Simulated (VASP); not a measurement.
Runs of VASP 6.6.1 on KF. The structure is that of space group R-3m (No. 166), or close to it. The cells are those of the table. 

```csv
cell,gap on the mesh (eV),pressure (GPa)
"a = 4.005 Å, angles 56.5°, 2 atoms",5.65,-1.3
"a = 3.981 Å, angles 57.2°, 2 atoms",5.67,-1.3
"a = 3.984 Å, angles 56.5°, 2 atoms",5.73,-0.9
"a = 3.758 Å, angles 63.6°, 2 atoms",5.79,-0.5
"a = 3.961 Å, angles 57.2°, 2 atoms",5.75,-0.9
"a = 3.835 Å, angles 63.6°, 2 atoms",5.50,(a)
"a = 3.834 Å, angles 62.8°, 2 atoms",(b),-1.6
"a = 4.001 Å, angles 57.2°, 2 atoms",5.60,-1.6
"a = 3.656 Å, angles 63.6°, 2 atoms",6.21,2.2
"a = 3.635 Å, angles 63.6°, 2 atoms",6.31,2.9
"a = 3.797 Å, angles 63.6°, 2 atoms",5.64,-1.3
"a = 3.776 Å, angles 62.8°, 2 atoms",5.81,-0.5
```

Alike in all rows: task single point; level PBE; potentials or basis VASP PAW PBE potentials, release 64 (K_sv, F); no spin polarisation; k mesh 8 × 8 × 8; cutoff (eV) 520; smearing gaussian 0.05 eV.

Q: Fill in the values left out.

A: (a) -1.9; (b) 5.59.

A k mesh can miss the band edges.
